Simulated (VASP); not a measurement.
# Be (Im-3m) in VASP: single point with PBE

Aim: the single point of Be with PBE.

Everything below comes from runs of VASP 6.6.1. Logs are shortened: lines on timing, memory, paths and dates and some standing lists are left out, and cuts for length are marked.

## Step 1: The cell of the first run

Symmetry: Im-3m, No. 229, cubic system. The conventional cell has a = 2.501 Å, b = 2.501 Å, c = 2.501 Å, α = 90.00°, β = 90.00°, γ = 90.00°. Be (site symmetry m-3m) has 14 Be at 2.17 to 2.50 Å within 2.9 Å.

## Step 2: Single point, PBE

Input file INCAR:

```
PREC = Accurate
ENCUT = 520
EDIFF = 1E-6
ISMEAR = 0
SIGMA = 0.05
LREAL = False
LASPH = True
NELM = 60
ALGO = Normal
ISIF = 2
LWAVE = False
LCHARG = False
GGA = PE
NBANDS = 7
```

Input file KPOINTS:

```
regular mesh
0
Gamma
  22 22 22
```

Input file POSCAR:

```
Be
1.0
   -1.2503646687      1.2503646687      1.2503646687
    1.2503646687     -1.2503646687      1.2503646687
    1.2503646687      1.2503646687     -1.2503646687
Be
1
Direct
    0.0000000000      0.0000000000      0.0000000000
```

Potentials or basis: VASP PAW PBE potentials, release 64 (Be).

Launch:

```sh
cat potpaw_PBE.64/Be/POTCAR > POTCAR
mpirun -np 1 vasp_std > vasp.out
```

OUTCAR:

```text
PREC = Accurate
   ENCUT = 520
   EDIFF = 1E-6
   ISMEAR = 0
   LREAL = False
   LASPH = True
   NELM = 60
   ISIF = 2
   GGA = PE

 ion  position               nearest neighbor table
   1  0.000  0.000  0.000-

  LATTYP: Found a body centered cubic cell.
 ALAT       =     2.5007293374

  Lattice vectors:

 A1 = (  -1.2503646687,   1.2503646687,   1.2503646687)
 A2 = (   1.2503646687,  -1.2503646687,   1.2503646687)
 A3 = (   1.2503646687,   1.2503646687,  -1.2503646687)

Analysis of symmetry for initial positions (statically):
=====================================================================
 Subroutine PRICEL returns:
 Original cell was already a primitive cell.

 Routine SETGRP: Setting up the symmetry group for a
 body centered cubic supercell.

 Subroutine GETGRP returns: Found 48 space group operations
 (whereof 48 operations were pure point group operations)
 out of a pool of 48 trial point group operations.

The static configuration has the point symmetry O_h .

Analysis of symmetry for dynamics (positions and initial velocities):
=====================================================================
 Subroutine PRICEL returns:
 Original cell was already a primitive cell.

 Routine SETGRP: Setting up the symmetry group for a
 body centered cubic supercell.

 Subroutine GETGRP returns: Found 48 space group operations
 (whereof 48 operations were pure point group operations)
 out of a pool of 48 trial point group operations.

The dynamic configuration has the point symmetry O_h .

 Subroutine INISYM returns: Found 48 space group operations
 (whereof 48 operations are pure point group operations),
 and found     1 'primitive' translations

----------------------------------------------------------------------------------------

                                     Primitive cell

  volume of cell :       7.8193

  direct lattice vectors                    reciprocal lattice vectors
    -1.250364669  1.250364669  1.250364669     0.000000000  0.399883340  0.399883340
     1.250364669 -1.250364669  1.250364669     0.399883340  0.000000000  0.399883340
     1.250364669  1.250364669 -1.250364669     0.399883340  0.399883340  0.000000000

  length of vectors
     2.165695134  2.165695134  2.165695134     0.565520443  0.565520443  0.565520443

  position of ions in fractional coordinates (direct lattice)
     0.000000000  0.000000000  0.000000000

  ion indices of the primitive-cell ions
   primitive index   ion index
                 1           1
[... 67 lines left out ...]
   LNONCOLLINEAR =      F non collinear calculations
   LSORBIT =      F    spin-orbit coupling
   LASPH  =      T    aspherical Exc in radial PAW
   ENCUT  =  520.0 eV  38.22 Ry    6.18 a.u.   4.03  4.03  4.03*2*pi/ulx,y,z
   NELM   =     60;   NELMIN=  2; NELMDL= -5     # of ELM steps
   EDIFF  = 0.1E-05   stopping-criterion for ELM
   LREAL  =      F    real-space projection
   EDIFFG = 0.1E-04   stopping-criterion for IOM
   NSW    =      0    number of steps for IOM
   IBRION =     -1    ionic relax: 0-MD 1-quasi-New 2-CG
   NFREE  =      0    steps in history (QN), initial steepest desc. (CG)
   ISIF   =      2    stress and relaxation
   ISYM   =      2    0-nonsym 1-usesym 2-fastsym
   POTIM  = 0.5000    time-step for ionic-motion
   TEBEG  =    0.0;   TEEND  =   0.0 temperature during run
   PSTRESS=    0.0 pullay stress
   NELECT =       2.0000    total number of electrons
   NUPDOWN=      -1.0000    fix difference up-down
   EMIN   =  10.00;   EMAX   =-10.00  energy-range for DOS
   EFERMI =   0.00;   METHOD = LEGACY
   ISMEAR =     0;   SIGMA  =   0.05  broadening in eV -4-tet -1-fermi 0-gaus
   EFERMI_NEDOS =   21; number of points for ismear=-14 and -15
   IALGO  =     38    algorithm
   IMIX   =      4    mixing-type and parameters
     AMIX     =   0.40;   BMIX     =  1.00
     AMIX_MAG =   1.60;   BMIX_MAG =  1.00
  volume/ion in A,a.u.               =       7.82        52.77
  Fermi-wavevector in a.u.,A,eV,Ry     =   1.039190  1.963784 14.693137  1.079915
  Thomas-Fermi vector in A             =   2.173708
   LORBIT       =      0    0 simple, 1 ext, 2 COOP (PROOUT), +10 PAW based schemes
   GGA     = PE    functional components
   LHFCALC =     F    Hartree Fock is set to
   AEXX    =    0.0000 exact exchange contribution
   IVDW    =     0    specifies the selected vdW correction
   LEPSILON=     F    determine dielectric tensor
   LRPA    =     F    only Hartree local field effects (RPA)
 non-spin polarized calculation
 Gauss-broadening in eV      SIGMA  =   0.05
  energy-cutoff  :      520.00
  volume of cell :        7.82
 maximum number of plane-waves:       236
   NGX =  7   NGY =  7   NGZ =  7

 number of electron       2.0000000 magnetization

 Free energy of the ion-electron system (eV)
  ---------------------------------------------------
  ext. energy  EPLUGINS =         0.00000000
  ---------------------------------------------------
  free energy    TOTEN  =        -3.66490210 eV

  energy without entropy =       -3.66473057  energy(sigma->0) =       -3.66481634

 E-fermi :   7.9469     XC(G=0): -10.6486

 val. band max:        7.9122881248   @ k =  -0.4091   0.5000   0.3182
 cond. band min:       7.9500188099   @ k =   0.2727   0.2727   0.1364
 fundamental gap:      0.0377306851
 Fermi energy:         7.9468527458

 k-point     1 :       0.0000    0.0000    0.0000
  band No.  band energies     occupation
      1      -4.2969      2.00000
      2      27.4253      0.00000
      3      27.4253      0.00000
      4      27.4253      0.00000
      5      38.8079      0.00000
      6      38.8079      0.00000
      7      38.8079      0.00000
[... 221 lines left out ...]
 k-point    24 :       0.1364    0.0909   -0.0000
  band No.  band energies     occupation
      1      -2.9138      2.00000
      2      21.9085      0.00000
      3      23.0228      0.00000
      4      25.2535      0.00000
      5      33.6065      0.00000
      6      34.0411      0.00000
      7      39.0999      0.00000

 [... further k-points ...]
[... 5 lines left out ...]
  --------------------------------------------------------------------------------------
  -------------------------------------------------------------------------------------
  Total        0.0064600      0.0064600      0.0064600      0.0000000      0.0000000     -0.0000000
  in kB        1.3236551      1.3236551      1.3236551      0.0000000      0.0000000     -0.0000000
  external PRESSURE =       1.3236551 kB  Pullay stress =       0.0000000 kB

 VOLUME and BASIS-vectors are now :
 -----------------------------------------------------------------------------
  energy-cutoff  :      520.00
  volume of cell :        7.82
      direct lattice vectors                 reciprocal lattice vectors
    -1.250364669  1.250364669  1.250364669     0.000000000  0.399883340  0.399883340
     1.250364669 -1.250364669  1.250364669     0.399883340  0.000000000  0.399883340
     1.250364669  1.250364669 -1.250364669     0.399883340  0.399883340  0.000000000

 POSITION                                       TOTAL-FORCE (eV/Angst)
 -----------------------------------------------------------------------------------
      0.00000      0.00000      0.00000         0.000000      0.000000      0.000000
 -----------------------------------------------------------------------------------
    total drift:                               -0.000000      0.000000      0.000000

  FREE ENERGIE OF THE ION-ELECTRON SYSTEM (eV)
  ---------------------------------------------------
  free  energy   TOTEN  =        -3.6649021048 eV

  energy  without entropy=       -3.6647305678  energy(sigma->0) =       -3.66481634
```

stdout:

```text
POSCAR found type information on POSCAR Be
 POSCAR found :  1 types and       1 ions
 scaLAPACK will be used
 LDA part: xc-table for (Slater+PW92), standard interpolation
 POSCAR, INCAR and KPOINTS ok, starting setup
 FFT: planning ... GRIDC
 FFT: planning ... GRID_SOFT
 FFT: planning ... GRID
 WAVECAR not read
 entering main loop
```

It took 23 s on 1 thread of AMD EPYC 7R13, shared host; peak memory 0.09 GiB.

What came out:

- Free energy: -3.6649 eV
- Pressure: 0.1 GPa
- Band gap on the k mesh: zero (band 1 reaches 11.96 eV, above the bottom of band 2 at 6.69 eV)
